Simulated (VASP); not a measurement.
Wanted: the native input for a VASP 6.6.1 run.

```yaml
Task: relaxation of cell and atoms
Functional: RPBE
Dispersion: D3(BJ)
Potentials_or_basis: VASP PAW PBE potentials, release 64 (W_sv)
Cutoff: 500 eV
k_mesh: 9 × 9 × 9
Occupations: fermi-dirac, width 0.1 eV
Spin: no spin polarisation
Target_pressure: 60 GPa
Dipole_correction: no
Further_INCAR_settings: ALGO = Normal; EDIFF = 1e-07; IBRION = 2; EDIFFG = -0.02; NSW = 80; ISIF = 3
```

The structure of W lies in POSCAR:

```
W
1.0
    2.5900000000      0.0000000000      0.0000000000
    0.0000000000      2.5900000000      0.0000000000
    0.0000000000      0.0000000000      2.5900000000
W
1
Direct
    0.0000000000      0.0000000000      0.0000000000
```

One way to write it, as run:

INCAR

```
PREC = Accurate
ENCUT = 500
EDIFF = 1E-7
ISMEAR = -1
SIGMA = 0.1
LREAL = False
LASPH = True
NELM = 120
ALGO = Normal
ISIF = 3
LWAVE = False
LCHARG = False
GGA = RP
IVDW = 12
IBRION = 2
NSW = 80
EDIFFG = -0.02
PSTRESS = 600.0
GGA_COMPAT = False
NELMIN = 4
```

KPOINTS

```
Automatic mesh
0
Gamma
  9 9 9
```

Potentials or basis: VASP PAW PBE potentials, release 64 (W_sv).

Launch:

```bash
$ cat potpaw_PBE.64/W_sv/POTCAR > POTCAR
$ mpirun -np 1 vasp_std > vasp.out
```

Results of the run:

```
Relaxed volume                                         : 13.55 Å³/atom
Relaxed cell                                           : a = 2.384 Å, b = 2.384 Å, c = 2.384 Å, α = 90.00°, β = 90.00°, γ = 90.00°
Space group after relaxing (to 0.05 Å)                 : Pm-3m (No. 221)
Energy change on relaxing (the enthalpy is what falls) : +177.8 meV/atom
Ionic steps                                            : 10
Pressure after relaxing                                : 60.0 GPa
Band gap on the k mesh                                 : zero (band 7 reaches 16.16 eV, above the bottom of band 8 at 13.36 eV)
Dispersion energy per atom                             : -5.496 eV
```

Caveat: the cell is relaxed towards a set pressure, so the enthalpy falls and the energy may rise; the volume moved by over 15 % at a fixed basis, so the end points are rough; the PAW data sets were made with another functional, which shifts forces and pressure a little; spin-orbit coupling is left out, which moves the levels of the heavy elements; pairwise dispersion overbinds metals, which lowers pressure and volume.

Run time: 20 s on 1 thread of Intel(R) Xeon(R) 6975P-C (Granite Rapids), on a shared host, peak memory 0.17 GiB.
